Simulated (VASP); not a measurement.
# NbWS4 (P-6m2) in VASP: single point with PBE

Aim: the single point of NbWS4 with PBE.

Everything below comes from runs of VASP 6.6.1. Logs are shortened: lines on timing, memory, paths and dates and some standing lists are left out, and cuts for length are marked.

### 1 The cell of the first run

Symmetry: P-6m2, No. 187, hexagonal system. Conventional cell: a = 3.264 Å, b = 3.264 Å, c = 13.762 Å, α = 90.00°, β = 90.00°, γ = 120.00°. Nb (site symmetry -6m2) has 6 S at 2.46 Å and 6 Nb at 3.26 Å within 3.3 Å. Within 3.3 Å of W (site symmetry -6m2) lie 6 S at 2.44 Å and 6 W at 3.26 Å. S (site symmetry 3m) has 3 Nb at 2.46 Å and 7 S at 3.18 to 3.26 Å within 3.3 Å. S (site symmetry 3m) has 3 W at 2.44 Å and 7 S at 3.09 to 3.26 Å within 3.3 Å.

### 2 Single point, PBE

POSCAR reads:

```
NbWS4
1.0
    3.2639680000      0.0000000000      0.0000000000
   -1.6319840000      2.8266800000      0.0000000000
    0.0000000000      0.0000000000     13.7617400000
Nb W S
1 1 4
Direct
    0.0000000000      0.0000000000      0.0000000000
    0.0000000000      0.0000000000      0.5000000000
    0.3333330000      0.6666670000      0.8845340000
    0.3333330000      0.6666670000      0.1154660000
    0.6666670000      0.3333330000      0.6121500000
    0.6666670000      0.3333330000      0.3878500000
```

INCAR.step1 reads:

```
PREC     = Accurate       # precision mode
ENCUT    = 520            # plane-wave cutoff, eV
EDIFF    = 1E-7           # SCF threshold, eV
ISMEAR   = 0              # smearing method
SIGMA    = 0.1            # smearing width, eV
LREAL    = F              # projectors in reciprocal space
LASPH    = T              # aspherical terms in the spheres
NELM     = 80             # most SCF steps
ALGO     = Normal         # electronic algorithm
ISIF     = 2              # what is computed and relaxed
LWAVE    = F              # write WAVECAR
LCHARG   = T              # write CHGCAR
LMAXMIX  = 4              # l up to which the mixer works
GGA      = PE             # functional
NBANDS   = 34             # bands
KPAR     = 2
```

KPOINTS.step1 reads:

```
Automatic mesh
0
Gamma
  10 10 4
```

INCAR.step2 reads:

```
PREC     = Accurate       # precision mode
ENCUT    = 520            # plane-wave cutoff, eV
EDIFF    = 1E-7           # SCF threshold, eV
ISMEAR   = -5             # smearing method
SIGMA    = 0.1            # smearing width, eV
LREAL    = F              # projectors in reciprocal space
LASPH    = T              # aspherical terms in the spheres
NELM     = 80             # most SCF steps
ALGO     = Normal         # electronic algorithm
ISIF     = 2              # what is computed and relaxed
LWAVE    = F              # write WAVECAR
LCHARG   = F              # write CHGCAR
LMAXMIX  = 4              # l up to which the mixer works
GGA      = PE             # functional
LORBIT   = 11             # projections on sites
NBANDS   = 34             # bands
KPAR     = 2            
NEDOS    = 1001           # points of the DOS
ICHARG   = 11             # starting density
```

KPOINTS.step2 reads:

```
Automatic mesh
0
Gamma
  15 15 6
```

Potentials or basis: VASP PAW PBE potentials, release 64 (Nb_sv, W_sv, S).

The run is started by

```bash
> cat potpaw_PBE.64/Nb_sv/POTCAR potpaw_PBE.64/W_sv/POTCAR potpaw_PBE.64/S/POTCAR > POTCAR
> cp INCAR.step1 INCAR
> cp KPOINTS.step1 KPOINTS
> mpirun -np 2 vasp_std > vasp.out
> cp INCAR.step2 INCAR
> cp KPOINTS.step2 KPOINTS
> mpirun -np 2 vasp_std > vasp.out
```

OUTCAR:

```text
PREC = Accurate
   ENCUT = 520
   EDIFF = 1E-7
   ISMEAR = -5
   LREAL = F
   LASPH = T
   NELM = 80
   ISIF = 2
   GGA = PE
   LORBIT = 11
   ICHARG = 11

 ion  position               nearest neighbor table
   1  0.000  0.000  0.000-   3 2.46   4 2.46   3 2.46   4 2.46   3 2.46   4 2.46
   2  0.000  0.000  0.500-   5 2.44   6 2.44   5 2.44   6 2.44   5 2.44   6 2.44
   3  0.333  0.667  0.885-   1 2.46   1 2.46   1 2.46
   4  0.333  0.667  0.115-   1 2.46   1 2.46   1 2.46
   5  0.667  0.333  0.612-   2 2.44   2 2.44   2 2.44
   6  0.667  0.333  0.388-   2 2.44   2 2.44   2 2.44

  LATTYP: Found a hexagonal cell.
 ALAT       =     3.2639680000
 C/A-ratio  =     4.2162606986

  Lattice vectors:

 A1 = (   3.2639680000,   0.0000000000,   0.0000000000)
 A2 = (  -1.6319840000,   2.8266800000,   0.0000000000)
 A3 = (   0.0000000000,   0.0000000000,  13.7617400000)

Analysis of symmetry for initial positions (statically):
=====================================================================
 Subroutine PRICEL returns:
 Original cell was already a primitive cell.

 Routine SETGRP: Setting up the symmetry group for a
 hexagonal supercell.

 Subroutine GETGRP returns: Found 12 space group operations
 (whereof 12 operations were pure point group operations)
 out of a pool of 24 trial point group operations.

The static configuration has the point symmetry D_3h.

Analysis of symmetry for dynamics (positions and initial velocities):
=====================================================================
 Subroutine PRICEL returns:
 Original cell was already a primitive cell.

 Routine SETGRP: Setting up the symmetry group for a
 hexagonal supercell.

 Subroutine GETGRP returns: Found 12 space group operations
 (whereof 12 operations were pure point group operations)
 out of a pool of 24 trial point group operations.

The dynamic configuration has the point symmetry D_3h.

 Subroutine INISYM returns: Found 12 space group operations
 (whereof 12 operations are pure point group operations),
 and found     1 'primitive' translations

----------------------------------------------------------------------------------------

                                     Primitive cell

  volume of cell :     126.9685

  direct lattice vectors                    reciprocal lattice vectors
     3.263968000  0.000000000  0.000000000     0.306375553  0.176885958  0.000000000
    -1.631984000  2.826680000  0.000000000     0.000000000  0.353771916  0.000000000
     0.000000000  0.000000000 13.761740000     0.000000000  0.000000000  0.072665230

  length of vectors
     3.263968000  3.263968688 13.761740000     0.353771991  0.353771916  0.072665230

  position of ions in fractional coordinates (direct lattice)
     0.000000000  0.000000000  0.000000000
     0.000000000  0.000000000  0.500000000
     0.333333000  0.666667000  0.884534000
     0.333333000  0.666667000  0.115466000
     0.666667000  0.333333000  0.612150000
     0.666667000  0.333333000  0.387850000

  ion indices of the primitive-cell ions
   primitive index   ion index
                 1           1
                 2           2
                 3           3
                 4           4
                 5           5
                 6           6

----------------------------------------------------------------------------------------

 KPOINTS: Automatic mesh

Automatic generation of k-mesh.
 Grid dimensions read from file:
 generate k-points for:   15   15    6

 Generating k-lattice:

  Cartesian coordinates                     Fractional coordinates (reciprocal lattice)
     0.020425037  0.011792397  0.000000000     0.066666667  0.000000000  0.000000000
     0.000000000  0.023584794  0.000000000     0.000000000  0.066666667  0.000000000
     0.000000000  0.000000000  0.012110872     0.000000000  0.000000000  0.166666667

  Length of vectors
     0.023584799  0.023584794  0.012110872

  Shift w.r.t. Gamma in fractional coordinates (k-lattice)
     0.000000000  0.000000000  0.000000000

 TETIRR: Found   1374 inequivalent tetrahedra from     8100

 Subroutine IBZKPT returns following result:
 ===========================================

 Found    108 irreducible k-points:

 Following reciprocal coordinates:
            Coordinates               Weight
  0.000000  0.000000  0.000000      1.000000
  0.066667  0.000000  0.000000      6.000000
  0.133333 -0.000000  0.000000      6.000000
  0.200000 -0.000000  0.000000      6.000000
  0.266667 -0.000000  0.000000      6.000000
  0.333333 -0.000000  0.000000      6.000000
[... 16 lines left out ...]
  0.333333  0.200000  0.000000     12.000000
  0.400000  0.200000  0.000000      6.000000
 [... further k-points ...]
   k-points           NKPTS =    108   k-points in BZ     NKDIM =    108   number of bands    NBANDS=     34
   number of dos      NEDOS =   1001   number of ions     NIONS =      6
   total plane-waves  NPLWV =  62208
   dimension x,y,z NGX =    24 NGY =   24 NGZ =  108
   dimension x,y,z NGXF=    48 NGYF=   48 NGZF=  216
   ions per type =               1   1   4
   NGX,Y,Z   is equivalent  to a cutoff of  12.22, 12.22, 13.05 a.u.
   NGXF,Y,Z  is equivalent  to a cutoff of  24.45, 24.45, 26.09 a.u.
 SYSTEM =  unknown system
   PREC   = accura    normal or accurate (medium, high low for compatibility)
   ISTART =      0    job   : 0-new  1-cont  2-samecut
   ICHARG =     11    charge: 1-file 2-atom 10-const
   ISPIN  =      1    spin polarized calculation?
   LNONCOLLINEAR =      F non collinear calculations
   LSORBIT =      F    spin-orbit coupling
   LASPH  =      T    aspherical Exc in radial PAW
   ENCUT  =  520.0 eV  38.22 Ry    6.18 a.u.   6.07  6.07 25.59*2*pi/ulx,y,z
   NELM   =     80;   NELMIN=  2; NELMDL=  0     # of ELM steps
   EDIFF  = 0.1E-06   stopping-criterion for ELM
   LREAL  =      F    real-space projection
   EDIFFG = 0.1E-05   stopping-criterion for IOM
   NSW    =      0    number of steps for IOM
   IBRION =     -1    ionic relax: 0-MD 1-quasi-New 2-CG
   NFREE  =      0    steps in history (QN), initial steepest desc. (CG)
   ISIF   =      2    stress and relaxation
   ISYM   =      2    0-nonsym 1-usesym 2-fastsym
   POTIM  = 0.5000    time-step for ionic-motion
   TEBEG  =    0.0;   TEEND  =   0.0 temperature during run
   PSTRESS=    0.0 pullay stress
   NELECT =      51.0000    total number of electrons
   NUPDOWN=      -1.0000    fix difference up-down
   EMIN   =  10.00;   EMAX   =-10.00  energy-range for DOS
   EFERMI =   0.00;   METHOD = LEGACY
   ISMEAR =    -5;   SIGMA  =   0.10  broadening in eV -4-tet -1-fermi 0-gaus
   EFERMI_NEDOS =   21; number of points for ismear=-14 and -15
   IALGO  =     38    algorithm
   IMIX   =      4    mixing-type and parameters
     AMIX     =   0.40;   BMIX     =  1.00
     AMIX_MAG =   1.60;   BMIX_MAG =  1.00
  volume/ion in A,a.u.               =      21.16       142.80
  Fermi-wavevector in a.u.,A,eV,Ry     =   1.207905  2.282610 19.851383  1.459035
  Thomas-Fermi vector in A             =   2.343529
   LORBIT       =     11    0 simple, 1 ext, 2 COOP (PROOUT), +10 PAW based schemes
   GGA     = PE    functional components
   LHFCALC =     F    Hartree Fock is set to
   AEXX    =    0.0000 exact exchange contribution
   IVDW    =     0    specifies the selected vdW correction
   LEPSILON=     F    determine dielectric tensor
   LRPA    =     F    only Hartree local field effects (RPA)
 non-spin polarized calculation
 Fermi weights with tetrahedron method with Bloechl corrections
  energy-cutoff  :      520.00
  volume of cell :      126.97
 maximum number of plane-waves:      3462

 number of electron      50.9999998 magnetization

 Free energy of the ion-electron system (eV)
  ---------------------------------------------------
  ext. energy  EPLUGINS =         0.00000000
  ---------------------------------------------------
  free energy    TOTEN  =       -45.22148761 eV

  energy without entropy =      -45.22148761  energy(sigma->0) =      -45.22148761

 E-fermi :   5.1214     XC(G=0):  -9.7820

 val. band max:        5.1409536231   @ k =   0.0667   0.0000   0.3333
 cond. band min:       5.1316307347   @ k =   0.2000   0.0667   0.0000
 fundamental gap:     -0.0093228884
 Fermi energy:         5.1214273938

 k-point     1 :       0.0000    0.0000    0.0000
  band No.  band energies     occupation
      1     -69.2544      2.00000
      2     -49.7007      2.00000
      3     -33.4369      2.00000
      4     -33.3569      2.00000
      5     -33.3569      2.00000
      6     -25.8170      2.00000
[... 26 lines left out ...]
     33       8.4016      0.00000
     34       8.4038      0.00000

 k-point     2 :       0.0667    0.0000    0.0000
  band No.  band energies     occupation
      1     -69.2539      2.00000
      2     -49.6987      2.00000
      3     -33.4349      2.00000
      4     -33.3680      2.00000
      5     -33.3595      2.00000
      6     -25.8127      2.00000
[... 26 lines left out ...]
     33       8.3493      0.00000
     34       8.4307      0.00000
[... 775 lines left out ...]
     33       9.6941      0.00000
     34      10.3390      0.00000

 k-point    24 :       0.4000    0.2000    0.0000
  band No.  band energies     occupation
      1     -69.2421      2.00000
      2     -49.6504      2.00000
      3     -33.5807      2.00000
      4     -33.4710      2.00000
      5     -33.3876      2.00000
      6     -25.9987      2.00000
[... 26 lines left out ...]
     33       9.6655      0.00000
     34      10.2744      0.00000

 [... further k-points ...]

------------------------ aborting loop because EDIFF is reached ----------------------------------------

  FORCE on cell =-STRESS in cart. coord.  units (eV):
  Direction    XX          YY          ZZ          XY          YZ          ZX
  --------------------------------------------------------------------------------------
  -------------------------------------------------------------------------------------
  Total       -0.0306952     -0.0306952     -0.0417194      0.0000000      0.0000000      0.0000000
  in kB       -0.3873334     -0.3873336     -0.5264451      0.0000000      0.0000000      0.0000000
  external PRESSURE =      -0.4337040 kB  Pullay stress =       0.0000000 kB

 VOLUME and BASIS-vectors are now :
 -----------------------------------------------------------------------------
  energy-cutoff  :      520.00
  volume of cell :      126.97
      direct lattice vectors                 reciprocal lattice vectors
     3.263968000  0.000000000  0.000000000     0.306375553  0.176885958  0.000000000
    -1.631984000  2.826680000  0.000000000     0.000000000  0.353771916  0.000000000
     0.000000000  0.000000000 13.761740000     0.000000000  0.000000000  0.072665230

 POSITION                                       TOTAL-FORCE (eV/Angst)
 -----------------------------------------------------------------------------------
      0.00000      0.00000      0.00000         0.000000      0.000000      0.000000
      0.00000      0.00000      6.88087         0.000000     -0.000000      0.000000
     -0.00000      1.88445     12.17273        -0.000000     -0.000000      0.026419
     -0.00000      1.88445      1.58901         0.000000     -0.000000     -0.026419
      1.63199      0.94223      8.42425        -0.000000     -0.000000      0.002536
      1.63199      0.94223      5.33749        -0.000000      0.000000     -0.002536
 -----------------------------------------------------------------------------------
    total drift:                                0.000040     -0.000029      0.000000

  FREE ENERGIE OF THE ION-ELECTRON SYSTEM (eV)
  ---------------------------------------------------
  free  energy   TOTEN  =       -45.2214876127 eV

  energy  without entropy=      -45.2214876127  energy(sigma->0) =      -45.22148761

 total charge

# of ion       s       p       d       tot
------------------------------------------
    1        2.167   6.054   2.377  10.599
    2        2.314   6.300   3.316  11.930
    3        1.357   2.371   0.000   3.728
    4        1.357   2.371   0.000   3.728
    5        1.358   2.347   0.000   3.704
    6        1.358   2.347   0.000   3.704
--------------------------------------------------
tot          9.909  21.790   5.694  37.393
```

It took 7 min on 2 MPI ranks of AMD EPYC 7R13 (Zen 3), shared host; peak memory 0.51 GiB.

What came out:

```
Valence electrons inside the program's atomic spheres : Nb 10.60; W 11.93; S 3.73, 3.70 (each value once)
```

Levels at points of the mesh, in eV from the Fermi level:
```
           k point  band 21  band 22  band 23  band 24  band 25  band 26  band 27  band 28  band 29  band 30
(0.00, 0.00, 0.00)    -2.03    -1.20    -1.05    -1.05    -0.08     0.86     2.47     2.47     2.70     2.70
(0.00, 0.00, 0.50)    -2.02    -1.63    -1.05    -1.05     0.13     0.81     2.47     2.47     2.70     2.70
```

Caveat: spin-orbit coupling is left out, which moves the levels of the heavy elements; this functional lacks dispersion, which binds the layers, so the pressure and a relaxed spacing across them are unreliable; tetrahedron occupations give inexact forces and stress in metals.
